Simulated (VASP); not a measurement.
The system is MgH2.

```
Mg H
1.0
     4.43730    0.00000    0.00000
     0.00000    4.43730    0.00000
     0.00000    0.00000    3.04521
Mg H
2 4
Direct
  0.50000 0.00000 0.72723
  0.00000 0.50000 0.22723
  0.65529 0.19778 0.88638
  0.80222 0.65529 0.38638
  0.34471 0.80222 0.88638
  0.19778 0.34471 0.38638
```

| Quantity | Value |
| --- | --- |
| Program | VASP 6.6.1 |
| Task | relaxation of cell and atoms |
| Functional | PBE |
| Potentials or basis | VASP PAW PBE potentials, release 64 (Mg, H) |
| Cutoff | 600 eV |
| k mesh | 4 × 4 × 6 |
| Occupations | gaussian, width 0.1 eV |
| Spin | no spin polarisation |

At the start: pressure 50.0 GPa; volume 9.99 Å³/atom.

Question: Where does the relaxation end?

Answer: Over 20 steps the energy falls by 1884.5 meV/atom and the volume is 10.25 Å³/atom (+2.6 %); space group P4_2/mnm (No. 136, to 0.05 Å).

Step by step:
| step | energy change (eV) | largest force (eV/Å) | pressure (GPa) | volume (Å³) |
| --- | --- | --- | --- | --- |
| 1 | 0.0000 | 12.6435 | 49.95 | 59.96 |
| 2 | -9.0780 | 0.7205 | -4.51 | 90.96 |
| 3 | -10.1706 | 0.4694 | -3.50 | 75.57 |
| 4 | -10.1707 | 0.5217 | -3.26 | 75.24 |
| 5 | -10.3021 | 0.4911 | -2.36 | 72.82 |
| 6 | -10.4850 | 0.4571 | 0.96 | 66.76 |
| 7 | -10.4879 | 0.5297 | 1.81 | 65.61 |
| 8 | -10.5943 | 0.5394 | 1.23 | 65.61 |
| 9 | -10.8765 | 0.4926 | -1.01 | 65.57 |
| 10 | -10.8620 | 0.4338 | -4.21 | 65.37 |
| 11 | -11.0009 | 0.3750 | -2.86 | 65.51 |
| 12 | -11.1099 | 0.2793 | -2.53 | 63.81 |
| 13 | -11.1675 | 0.2767 | -1.40 | 61.78 |
| 14 | -11.2179 | 0.2358 | -0.51 | 60.94 |
| 15 | -11.2704 | 0.1643 | 1.45 | 59.28 |
| 16 | -11.2726 | 0.1469 | 2.10 | 58.78 |
| 17 | -11.2963 | 0.0979 | 0.94 | 60.17 |
| 18 | -11.3027 | 0.0699 | 0.03 | 61.35 |
| 19 | -11.3056 | 0.0463 | -0.08 | 61.42 |
| 20 | -11.3069 | 0.0252 | -0.23 | 61.50 |

Final structure:
```
CELL_PARAMETERS angstrom
4.51648 0.00000 0.00000
0.00000 4.51648 0.00000
0.00000 0.00000 3.01478
ATOMIC_POSITIONS crystal
Mg 0.50000 0.00000 0.49929
Mg 0.00000 0.50000 0.99929
H 0.69712 0.19386 0.00036
H 0.80614 0.69712 0.50036
H 0.30288 0.80614 0.00036
H 0.19386 0.30288 0.50036
```
